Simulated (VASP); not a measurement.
# AlRu: single point with PBEsol

Crystal: AlRu.

```xyz
2
Lattice="2.9916 0.0000 0.0224 0.0000 2.9916 0.0000 0.0224 0.0000 2.9916" Properties=species:S:1:pos:R:3 pbc="T T T"
Al    0.0000    0.0000    0.0000
Ru    1.5070    1.4958    1.5070
```

This cell differs from its parent crystal: strain +0.0150 x Voigt [0, 0, 0, 0, 1, 0].

```json
{
  "Program": "VASP 6.6.1",
  "Task": "single point",
  "Functional": "PBEsol",
  "Potentials or basis": "VASP PAW PBE potentials, release 64 (Al, Ru_pv)",
  "Cutoff": "520 eV",
  "k mesh": "16 × 16 × 16",
  "Occupations": "gaussian, width 0.15 eV",
  "Spin": "no spin polarisation",
  "Dipole correction": "no",
  "Further INCAR settings": "ALGO = Fast; EDIFF = 1e-06; NBANDS = 16"
}
```

| Property | Result |
| --- | --- |
| Pressure | -3.2 GPa |
| Band gap on the k mesh | zero (an odd number of electrons rules out a gap without spin polarisation) |

Stress tensor (GPa, compression positive):
```
-3.18  0.00 -1.94
 0.00 -3.18  0.00
-1.94  0.00 -3.18
```

Levels at points of the mesh, in eV from the Fermi level:
```
           k point  band 5  band 6  band 7  band 8  band 9  band 10  band 11  band 12  band 13  band 14
(0.00, 0.00, 0.00)   -3.61   -3.61    0.14    0.17    0.21     6.04     6.05     6.07    10.98    10.98
(0.50, 0.00, 0.00)   -5.49   -2.81   -1.62   -1.61    0.43     2.27     7.43    10.97    10.98    12.74
(0.00, 0.50, 0.00)   -5.49   -2.81   -1.67   -1.56    0.43     2.27     7.44    10.94    11.03    12.64
(0.50, 0.50, 0.00)   -3.11   -1.38   -1.38   -1.18   -1.18     1.51     5.26     6.26    10.57    14.41
(0.50, 0.00, 0.50)   -3.11   -1.49   -1.28   -1.18   -1.17     1.51     5.24     6.28    10.58    14.33
(0.50, 0.50, 0.50)   -4.65   -4.62    1.60    1.60    2.58     3.96     4.09     4.20     8.47     8.55
```

Run time: 2.2 min on 1 thread of Intel(R) Xeon(R) Platinum 8259CL CPU @ 2.50GHz (Skylake/Cascade Lake) (shared host), peak memory 0.37 GiB.

Caveat: the cell differs from its parent crystal (strain +0.0150 x Voigt [0, 0, 0, 0, 1, 0]); the cell stands under tension; the PAW data sets were made with another functional, which shifts forces and pressure a little.
